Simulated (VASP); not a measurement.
# Ge (Fd-3m) in VASP: a series of runs

Ge is run at these levels: LDA; tasks: single point.

All numbers are computed with VASP 6.6.1; they aren't measurements. Logs are shortened: lines on timing, memory, paths and dates and some standing lists are left out, and cuts for length are marked.

## Step 1: The cell of the first run

It takes space group Fd-3m (No. 227, cubic). The conventional cell has a = 5.907 Å, b = 5.907 Å, c = 5.907 Å, α = 90.00°, β = 90.00°, γ = 90.00°. Ge (site symmetry -43m) has 4 Ge at 2.56 Å within 3.4 Å.

## Step 2: Single point, LDA (volume 25.763 Å^3 an atom, c/a of the conventional cell 1.0000)

File INCAR:

```
ALGO = Normal ; EDIFF = 1E-6
ENCUT = 520 ; ISIF = 2
ISMEAR = 0 ; LASPH = T
LCHARG = F ; LREAL = F
LWAVE = F ; NBANDS = 21
NELM = 60 ; PREC = Accurate
SIGMA = 0.15
```

File KPOINTS:

```
k-points
0
Gamma
  16 16 16
```

File POSCAR:

```
Ge
1.0
    0.0000000000      2.9534671482      2.9534671482
    2.9534671482      0.0000000000      2.9534671482
    2.9534671482      2.9534671482      0.0000000000
Ge
2
Direct
    0.5000000000      0.5000000000      0.5000000000
    0.7500000000      0.7500000000      0.7500000000
```

Potentials or basis: VASP PAW LDA potentials, release 64 (Ge_d).

Run with:

```sh
> cat potpaw_LDA.64/Ge_d/POTCAR > POTCAR
> mpirun -np 1 vasp_std > vasp.out
```

OUTCAR:

```text
EDIFF = 1E-6
   ENCUT = 520
   ISIF = 2
   ISMEAR = 0
   LASPH = T
   LREAL = F
   NELM = 60
   PREC = Accurate

 ion  position               nearest neighbor table
   1  0.500  0.500  0.500-   2 2.56   2 2.56   2 2.56   2 2.56
   2  0.750  0.750  0.750-   1 2.56   1 2.56   1 2.56   1 2.56

  LATTYP: Found a face centered cubic cell.
 ALAT       =     5.9069342964

  Lattice vectors:

 A1 = (   0.0000000000,   2.9534671482,   2.9534671482)
 A2 = (   2.9534671482,   0.0000000000,   2.9534671482)
 A3 = (   2.9534671482,   2.9534671482,   0.0000000000)

Analysis of symmetry for initial positions (statically):
=====================================================================
 Subroutine PRICEL returns:
 Original cell was already a primitive cell.

 Routine SETGRP: Setting up the symmetry group for a
 face centered cubic supercell.

 Subroutine GETGRP returns: Found 48 space group operations
 (whereof 24 operations were pure point group operations)
 out of a pool of 48 trial point group operations.

The static configuration has the point symmetry T_d .
 The point group associated with its full space group is O_h .

Analysis of symmetry for dynamics (positions and initial velocities):
=====================================================================
 Subroutine PRICEL returns:
 Original cell was already a primitive cell.

 Routine SETGRP: Setting up the symmetry group for a
 face centered cubic supercell.

 Subroutine GETGRP returns: Found 48 space group operations
 (whereof 24 operations were pure point group operations)
 out of a pool of 48 trial point group operations.

The dynamic configuration has the point symmetry T_d .
 The point group associated with its full space group is O_h .

 Subroutine INISYM returns: Found 48 space group operations
 (whereof 24 operations are pure point group operations),
 and found     1 'primitive' translations

----------------------------------------------------------------------------------------

                                     Primitive cell

  volume of cell :      51.5260

  direct lattice vectors                    reciprocal lattice vectors
     0.000000000  2.953467148  2.953467148    -0.169292555  0.169292555  0.169292555
     2.953467148  0.000000000  2.953467148     0.169292555 -0.169292555  0.169292555
     2.953467148  2.953467148  0.000000000     0.169292555  0.169292555 -0.169292555

  length of vectors
     4.176833297  4.176833297  4.176833297     0.293223307  0.293223307  0.293223307

  position of ions in fractional coordinates (direct lattice)
     0.500000000  0.500000000  0.500000000
     0.750000000  0.750000000  0.750000000

  ion indices of the primitive-cell ions
   primitive index   ion index
                 1           1
                 2           2

----------------------------------------------------------------------------------------

 KPOINTS: k-points

Automatic generation of k-mesh.
 Grid dimensions read from file:
 generate k-points for:   16   16   16

 Generating k-lattice:

  Cartesian coordinates                     Fractional coordinates (reciprocal lattice)
    -0.010580785  0.010580785  0.010580785     0.062500000  0.000000000  0.000000000
     0.010580785 -0.010580785  0.010580785     0.000000000  0.062500000  0.000000000
     0.010580785  0.010580785 -0.010580785     0.000000000  0.000000000  0.062500000

  Length of vectors
     0.018326457  0.018326457  0.018326457

  Shift w.r.t. Gamma in fractional coordinates (k-lattice)
     0.000000000  0.000000000  0.000000000

 Subroutine IBZKPT returns following result:
 ===========================================

 Found    145 irreducible k-points:

 Following reciprocal coordinates:
            Coordinates               Weight
  0.000000  0.000000  0.000000      1.000000
  0.062500  0.000000  0.000000      8.000000
  0.125000  0.000000  0.000000      8.000000
  0.187500  0.000000  0.000000      8.000000
  0.250000  0.000000  0.000000      8.000000
  0.312500  0.000000  0.000000      8.000000
[... 16 lines left out ...]
 -0.125000  0.062500  0.000000     24.000000
 -0.062500  0.062500  0.000000     12.000000
 [... further k-points ...]
   k-points           NKPTS =    145   k-points in BZ     NKDIM =    145   number of bands    NBANDS=     21
   number of dos      NEDOS =    301   number of ions     NIONS =      2
   total plane-waves  NPLWV =  32768
   dimension x,y,z NGX =    32 NGY =   32 NGZ =   32
   dimension x,y,z NGXF=    64 NGYF=   64 NGZF=   64
   ions per type =               2
   NGX,Y,Z   is equivalent  to a cutoff of  12.74, 12.74, 12.74 a.u.
   NGXF,Y,Z  is equivalent  to a cutoff of  25.47, 25.47, 25.47 a.u.
 SYSTEM =  unknown system
   PREC   = accura    normal or accurate (medium, high low for compatibility)
   ISTART =      0    job   : 0-new  1-cont  2-samecut
   ICHARG =      2    charge: 1-file 2-atom 10-const
   ISPIN  =      1    spin polarized calculation?
   LNONCOLLINEAR =      F non collinear calculations
   LSORBIT =      F    spin-orbit coupling
   LASPH  =      T    aspherical Exc in radial PAW
   ENCUT  =  520.0 eV  38.22 Ry    6.18 a.u.   7.77  7.77  7.77*2*pi/ulx,y,z
   NELM   =     60;   NELMIN=  2; NELMDL= -5     # of ELM steps
   EDIFF  = 0.1E-05   stopping-criterion for ELM
   LREAL  =      F    real-space projection
   EDIFFG = 0.1E-04   stopping-criterion for IOM
   NSW    =      0    number of steps for IOM
   IBRION =     -1    ionic relax: 0-MD 1-quasi-New 2-CG
   NFREE  =      0    steps in history (QN), initial steepest desc. (CG)
   ISIF   =      2    stress and relaxation
   ISYM   =      2    0-nonsym 1-usesym 2-fastsym
   POTIM  = 0.5000    time-step for ionic-motion
   TEBEG  =    0.0;   TEEND  =   0.0 temperature during run
   PSTRESS=    0.0 pullay stress
   NELECT =      28.0000    total number of electrons
   NUPDOWN=      -1.0000    fix difference up-down
   EMIN   =  10.00;   EMAX   =-10.00  energy-range for DOS
   EFERMI =   0.00;   METHOD = LEGACY
   ISMEAR =     0;   SIGMA  =   0.15  broadening in eV -4-tet -1-fermi 0-gaus
   EFERMI_NEDOS =   21; number of points for ismear=-14 and -15
   IALGO  =     38    algorithm
   IMIX   =      4    mixing-type and parameters
     AMIX     =   0.40;   BMIX     =  1.00
     AMIX_MAG =   1.60;   BMIX_MAG =  1.00
  volume/ion in A,a.u.               =      25.76       173.86
  Fermi-wavevector in a.u.,A,eV,Ry     =   1.335935  2.524551 24.282626  1.784723
  Thomas-Fermi vector in A             =   2.464601
   LORBIT       =      0    0 simple, 1 ext, 2 COOP (PROOUT), +10 PAW based schemes
   GGA     = CA    functional components
   LHFCALC =     F    Hartree Fock is set to
   AEXX    =    0.0000 exact exchange contribution
   IVDW    =     0    specifies the selected vdW correction
   LEPSILON=     F    determine dielectric tensor
   LRPA    =     F    only Hartree local field effects (RPA)
 non-spin polarized calculation
 Gauss-broadening in eV      SIGMA  =   0.15
  energy-cutoff  :      520.00
  volume of cell :       51.53
 maximum number of plane-waves:      1411
   NGX = 15   NGY = 15   NGZ = 15

 number of electron      27.9999988 magnetization

 Free energy of the ion-electron system (eV)
  ---------------------------------------------------
  ext. energy  EPLUGINS =         0.00000000
  ---------------------------------------------------
  free energy    TOTEN  =       -10.20753141 eV

  energy without entropy =      -10.20619219  energy(sigma->0) =      -10.20686180

 E-fermi :   3.4575     XC(G=0):  -9.6962

 val. band max:        3.3767684500   @ k =   0.3750   0.0000   0.0000
 cond. band min:       3.4634829903   @ k =   0.0625   0.0000   0.0000
 fundamental gap:      0.0867145403
 Fermi energy:         3.4575455359

 k-point     1 :       0.0000    0.0000    0.0000
  band No.  band energies     occupation
      1     -21.2555      2.00000
      2     -21.2555      2.00000
      3     -21.2555      2.00000
      4     -21.2278      2.00000
      5     -21.2278      2.00000
      6     -21.0778      2.00000
[... 13 lines left out ...]
     20      12.7437      0.00000
     21      12.7437      0.00000

 k-point     2 :       0.0625    0.0000    0.0000
  band No.  band energies     occupation
      1     -21.2572      2.00000
      2     -21.2572      2.00000
      3     -21.2550      2.00000
      4     -21.2255      2.00000
      5     -21.2255      2.00000
      6     -21.0824      2.00000
[... 13 lines left out ...]
     20      12.3930      0.00000
     21      12.3930      0.00000

 k-point     3 :       0.1250    0.0000    0.0000
  band No.  band energies     occupation
      1     -21.2609      2.00000
      2     -21.2609      2.00000
      3     -21.2536      2.00000
      4     -21.2202      2.00000
      5     -21.2202      2.00000
      6     -21.0884      2.00000
[... 13 lines left out ...]
     20      11.9222      0.00000
     21      11.9222      0.00000

 k-point     4 :       0.1875    0.0000    0.0000
  band No.  band energies     occupation
      1     -21.2649      2.00000
      2     -21.2649      2.00000
      3     -21.2514      2.00000
      4     -21.2139      2.00000
      5     -21.2139      2.00000
      6     -21.0942      2.00000
[... 13 lines left out ...]
     20      11.6461      0.00000
     21      11.6461      0.00000

 k-point     5 :       0.2500    0.0000    0.0000
  band No.  band energies     occupation
      1     -21.2682      2.00000
      2     -21.2682      2.00000
      3     -21.2489      2.00000
      4     -21.2082      2.00000
      5     -21.2082      2.00000
      6     -21.0990      2.00000
[... 13 lines left out ...]
     20      11.6603      0.00000
     21      11.6603      0.00000
[... 382 lines left out ...]
     20      11.2565      0.00000
     21      12.3983      0.00000

 k-point    22 :      -0.1875    0.0625    0.0000
  band No.  band energies     occupation
      1     -21.2684      2.00000
      2     -21.2653      2.00000
      3     -21.2500      2.00000
      4     -21.2132      2.00000
      5     -21.2078      2.00000
      6     -21.1016      2.00000
[... 13 lines left out ...]
     20      11.1839      0.00000
     21      11.9875      0.00000

 k-point    23 :      -0.1250    0.0625    0.0000
  band No.  band energies     occupation
      1     -21.2646      2.00000
      2     -21.2612      2.00000
      3     -21.2531      2.00000
      4     -21.2187      2.00000
      5     -21.2144      2.00000
      6     -21.0957      2.00000
[... 13 lines left out ...]
     20      11.3719      0.00000
     21      11.9351      0.00000

 k-point    24 :      -0.0625    0.0625    0.0000
  band No.  band energies     occupation
      1     -21.2605      2.00000
      2     -21.2577      2.00000
      3     -21.2550      2.00000
      4     -21.2235      2.00000
      5     -21.2209      2.00000
      6     -21.0891      2.00000
[... 13 lines left out ...]
     20      11.8118      0.00000
     21      12.2592      0.00000

 [... further k-points ...]

------------------------ aborting loop because EDIFF is reached ----------------------------------------

  FORCE on cell =-STRESS in cart. coord.  units (eV):
  Direction    XX          YY          ZZ          XY          YZ          ZX
  --------------------------------------------------------------------------------------
  -------------------------------------------------------------------------------------
  Total       -2.3972357     -2.3972357     -2.3972357      0.0000000      0.0000000      0.0000000
  in kB      -74.5409438    -74.5409438    -74.5409438      0.0000000      0.0000000      0.0000000
  external PRESSURE =     -74.5409438 kB  Pullay stress =       0.0000000 kB

 VOLUME and BASIS-vectors are now :
 -----------------------------------------------------------------------------
  energy-cutoff  :      520.00
  volume of cell :       51.53
      direct lattice vectors                 reciprocal lattice vectors
     0.000000000  2.953467148  2.953467148    -0.169292555  0.169292555  0.169292555
     2.953467148  0.000000000  2.953467148     0.169292555 -0.169292555  0.169292555
     2.953467148  2.953467148  0.000000000     0.169292555  0.169292555 -0.169292555

 POSITION                                       TOTAL-FORCE (eV/Angst)
 -----------------------------------------------------------------------------------
      2.95347      2.95347      2.95347         0.000000      0.000000      0.000000
      4.43020      4.43020      4.43020        -0.000000     -0.000000     -0.000000
 -----------------------------------------------------------------------------------
    total drift:                               -0.000000     -0.000000      0.000000

  FREE ENERGIE OF THE ION-ELECTRON SYSTEM (eV)
  ---------------------------------------------------
  free  energy   TOTEN  =       -10.2075314101 eV

  energy  without entropy=      -10.2061921925  energy(sigma->0) =      -10.20686180
```

It took 30 s on 1 thread of Intel Xeon 6975P-C (Granite Rapids), shared host; peak memory 0.23 GiB.

What came out:

| Property | Result |
| --- | --- |
| Free energy | -10.2075 eV |
| Pressure | -7.5 GPa |
| Band gap on the k mesh | zero (band 14 reaches 3.55 eV, above the bottom of band 15 at 3.25 eV) |

## Step 3: Single point, LDA (volume 18.656 Å^3 an atom, c/a of the conventional cell 1.0000)

File INCAR:

```
ALGO = Normal
EDIFF = 1E-6
ENCUT = 520
GGA = CA
ISIF = 2
ISMEAR = 0
LASPH = T
LCHARG = F
LREAL = F
LWAVE = F
NBANDS = 21
NELM = 80
PREC = Accurate
SIGMA = 0.15
```

KPOINTS is that of step 2.

File POSCAR:

```
Ge
1.0
    0.0000000000      2.6521994319      2.6521994319
    2.6521994319      0.0000000000      2.6521994319
    2.6521994319      2.6521994319      0.0000000000
Ge
2
Direct
    0.5000000000      0.5000000000      0.5000000000
    0.7500000000      0.7500000000      0.7500000000
```

Potentials or basis: VASP PAW LDA potentials, release 64 (Ge_d).

Run with:

```sh
> cat potpaw_LDA.64/Ge_d/POTCAR > POTCAR
> mpirun -np 1 vasp_std > vasp.out
```

Wall time 40 s (1 thread of Intel Xeon 6975P-C (Granite Rapids), shared host); peak memory 0.2 GiB.

It converged, with:

```yaml
Free_energy: -10.0234 eV
Pressure: 19.3 GPa
Band_gap_on_the_k_mesh: 0.19 eV, indirect (least direct gap 1.74 eV)
```

Levels at points of the mesh, in eV from the valence-band top:
| k point | band 10 | band 11 | band 12 | band 13 | band 14 | band 15 | band 16 | band 17 | band 18 | band 19 |
| --- | --- | --- | --- | --- | --- | --- | --- | --- | --- | --- |
| (0.00, 0.00, 0.00) | -24.90 | -14.45 | 0.00 | 0.00 | 0.00 | 1.74 | 2.58 | 2.58 | 2.58 | 6.69 |
| (0.50, 0.00, 0.00) | -24.87 | -11.83 | -8.71 | -1.74 | -1.74 | 0.73 | 3.78 | 3.78 | 7.00 | 11.76 |
| (0.50, 0.50, 0.00) | -24.84 | -9.77 | -9.77 | -3.83 | -3.83 | 0.36 | 0.36 | 11.09 | 11.09 | 13.55 |

## Step 4: Single point, LDA (volume 19.841 Å^3 an atom, c/a of the conventional cell 1.0000)

File INCAR:

```
SYSTEM = Ge
ALGO     = Normal         ! electronic algorithm
EDIFF    = 1E-7           ! SCF threshold, eV
ENCUT    = 520            ! plane-wave cutoff, eV
ISIF     = 2              ! what is computed and relaxed
ISMEAR   = 0              ! smearing method
LASPH    = .True.         ! aspherical terms in the spheres
LCHARG   = .False.        ! write CHGCAR
LREAL    = .False.        ! projectors in reciprocal space
LWAVE    = .False.        ! write WAVECAR
NBANDS   = 21             ! bands
NELM     = 80             ! most SCF steps
PREC     = Accurate       ! precision mode
SIGMA    = 0.15           ! smearing width, eV
```

File KPOINTS:

```
k-points
0
Gamma
  16 16 16
  0 0 0
```

File POSCAR:

```
Ge
1.0
    0.0000000000      2.7072052633      2.7072052633
    2.7072052633      0.0000000000      2.7072052633
    2.7072052633      2.7072052633      0.0000000000
Ge
2
Direct
    0.5000000000      0.5000000000      0.5000000000
    0.7500000000      0.7500000000      0.7500000000
```

Run with:

```sh
> cat potpaw_LDA.64/Ge_d/POTCAR > POTCAR
> mpirun -np 1 vasp_std > vasp.out
```

Run time: 43 s. Hardware: 1 thread of Intel Xeon 6975P-C (Granite Rapids), shared host; peak memory 0.2 GiB.

The run converged. Its results:

| Quantity | Value |
| --- | --- |
| Free energy | -10.2441 eV |
| Pressure | 10.8 GPa |
| Band gap on the k mesh | 0.30 eV, indirect (least direct gap 1.11 eV) |

Levels at points of the mesh, in eV from the valence-band top:
```
           k point  band 11  band 12  band 13  band 14  band 15  band 16  band 17  band 18
(0.00, 0.00, 0.00)   -13.88     0.00     0.00     0.00     1.11     2.57     2.57     2.57
(0.50, 0.00, 0.00)   -11.45    -8.33    -1.62    -1.62     0.50     3.77     3.77     7.01
(0.50, 0.50, 0.00)    -9.47    -9.47    -3.57    -3.57     0.47     0.47    10.54    10.54
```

## Step 5: Overview

| cell | gap on the mesh (eV) | pressure (GPa) |
| --- | --- | --- |
| a = 4.177 Å, angles 60.0°, 2 atoms | none | -7.5 |
| a = 3.751 Å, angles 60.0°, 2 atoms | 0.19 | 19.3 |
| a = 3.829 Å, angles 60.0°, 2 atoms | 0.30 | 10.8 |

Alike in all rows: task single point; level LDA; potentials or basis VASP PAW LDA potentials, release 64 (Ge_d); no spin polarisation; k mesh 16 × 16 × 16; cutoff (eV) 520; smearing gaussian 0.15 eV.

Absolute energies hang on the potentials; compare differences alone.
